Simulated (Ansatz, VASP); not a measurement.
**Ta in VASP and in Ansatz**

```
Ta
1.0
     2.90037    0.00000    0.00000
    -1.45019    2.51180    0.00000
     0.00000    0.00000    5.16627
Ta
2
Direct
  0.66667 0.33333 0.75000
  0.33333 0.66667 0.25000
```

Alike in both runs: task relaxation of cell and atoms; functional LDA; k mesh 6 × 6 × 4; occupations gaussian, width 0.1 eV; no spin polarisation.

|  | VASP | Ansatz |
| --- | --- | --- |
| version | VASP 6.6.1 | Ansatz 0.2.0 |
| potentials or method | VASP PAW LDA potentials, release 64 (Ta_pv), cutoff 500 eV | scalar-relativistic, plane waves, PAW |
| valence electrons in the cell | 22 | 26 |

Ansatz gave:

| Item | Value |
| --- | --- |
| gap on the k mesh at the Fermi level, each at its own relaxed structure (eV) | none |
| relaxed volume (Å³/atom) | 17.54 |
| relaxed cell length with the largest relative difference (Å) | 5.077 |

Question: Which values does VASP return?

Answer: gap on the k mesh at the Fermi level, each at its own relaxed structure (eV): none; relaxed volume (Å³/atom): 17.61; relaxed cell length with the largest relative difference (Å): 5.089.

LDA's correlation is that of Perdew and Zunger in VASP and of Perdew and Wang (1992) in Ansatz. A gap of «none» marks a metal or a gap that the smearing closes. VASP's potentials hold 22 valence electrons a cell and Ansatz's 26, so a difference there can come from the potentials and not from the codes.

The k mesh is coarse, so the values compare programs but aren't converged. Spin-orbit coupling is off throughout.
